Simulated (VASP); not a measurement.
# AlNi: relaxation of cell and atoms with r2SCAN

The system is AlNi.

```
Al Ni
1.0
     2.88100    0.00000    0.00000
     0.00000    2.88100    0.00000
     0.00000    0.00000    2.88100
Al Ni
1 1
Direct
  0.00000 0.00000 0.00000
  0.50000 0.50000 0.50000
```

- Program: VASP 6.6.1
- Task: relaxation of cell and atoms
- Functional: r2SCAN
- Potentials or basis: VASP PAW PBE potentials, release 64 (Al, Ni)
- Cutoff: 600 eV
- k mesh: 14 × 14 × 14
- Occupations: fermi-dirac, width 0.05 eV
- Spin: no spin polarisation
- Dipole correction: no
- Further INCAR settings: ALGO = Normal; EDIFF = 1e-07; IBRION = 2; EDIFFG = -0.002; NSW = 100; ISIF = 3

| Quantity | Value |
| --- | --- |
| Relaxed volume | 11.72 Å³/atom |
| Relaxed cell | a = 2.862 Å, b = 2.862 Å, c = 2.862 Å, α = 90.00°, β = 90.00°, γ = 90.00° |
| Space group after relaxing (to 0.05 Å) | Pm-3m (No. 221) |
| Energy gained by relaxing | 2.6 meV/atom |
| Ionic steps | 3 |
| Pressure after relaxing | 0.0 GPa |

The path:
```tsv
step	energy change (eV)	largest force (eV/Å)	pressure (GPa)	volume (Å³)
1	0.0000	0.0000	-3.42	23.91
2	-0.0014	0.0000	3.11	23.04
3	-0.0052	0.0000	0.02	23.44
```

Final structure:
```xyz
2
Lattice="2.8617 0.0000 0.0000 0.0000 2.8617 0.0000 0.0000 0.0000 2.8617" Properties=species:S:1:pos:R:3 pbc="T T T"
Al    0.0000    0.0000    0.0000
Ni    1.4308    1.4308    1.4308
```

Levels at points of the mesh, in eV from the Fermi level:
```csv
k point,band 5,band 6,band 7,band 8,band 9,band 10
"(0.00, 0.00, 0.00)",-1.62,-1.62,6.01,6.01,6.01,8.49
"(0.50, 0.00, 0.00)",-2.37,-1.53,-0.63,8.70,10.68,10.68
"(0.50, 0.50, 0.00)",-2.19,-2.19,-1.03,1.65,2.83,13.55
"(0.50, 0.50, 0.50)",-1.00,2.05,2.05,2.05,4.68,4.75
```

Run time: 3.6 min on 1 thread of AMD EPYC 7R13 Processor (Zen 3), on a shared host, peak memory 0.15 GiB.

Caveat: the PAW data sets were made with another functional, which shifts forces and pressure a little. Spin polarisation is off, so any magnetic state and its effect on volume and gap are missing.
